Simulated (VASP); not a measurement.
Write the native input for VASP 6.6.1 that does the following.

```yaml
Task: single point
Functional: PBE
Potentials_or_basis: VASP PAW PBE potentials, release 64 (Ca_sv, O)
Cutoff: 520 eV
k_mesh: 10 × 10 × 10
Occupations: fermi-dirac, width 0.02 eV
Spin: no spin polarisation
Dipole_correction: no
Further_INCAR_settings: ALGO = Normal; EDIFF = 1e-07; NBANDS = 15
```

The structure of CaO lies in POSCAR:

```
CaO
1.0
    0.0000000000      2.2580126938      2.3975501103
    2.2580126938      0.0000000000      2.3975501103
    2.2580126938      2.2580126938      0.0000000000
Ca O
1 1
Direct
    0.0000000000      0.0000000000      0.0000000000
    0.5000000000      0.5000000000      0.5000000000
```

This cell differs from its parent crystal: biaxial xy strain -5.8%.

The input as run:

INCAR

```
SYSTEM = CaO
  PREC = Accurate
  ENCUT = 520
  EDIFF = 1E-7
  ISMEAR = -1
  SIGMA = 0.02
  LREAL = .False.
  LASPH = .True.
  NELM = 100
  ALGO = Normal
  ISIF = 2
  LWAVE = .False.
  LCHARG = .False.
  GGA = PE
  NBANDS = 15
```

KPOINTS

```
Automatic mesh
0
Gamma
  10 10 10
  0 0 0
```

Potentials or basis: VASP PAW PBE potentials, release 64 (Ca_sv, O).

Launch:

```console
$ cat potpaw_PBE.64/Ca_sv/POTCAR potpaw_PBE.64/O/POTCAR > POTCAR
$ mpirun -np 1 vasp_std > vasp.out
```

Results of the run:

```
Pressure               : 22.7 GPa
Band gap on the k mesh : 3.43 eV (least direct gap 3.78 eV)
```

Caveat: the cell differs from its parent crystal (biaxial xy strain -5.8%); the stress differs along the axes, from 11 to 28 GPa.

Run time: 11 s on 1 thread of Intel(R) Xeon(R) 6975P-C (Granite Rapids) (shared host), peak memory 0.16 GiB.
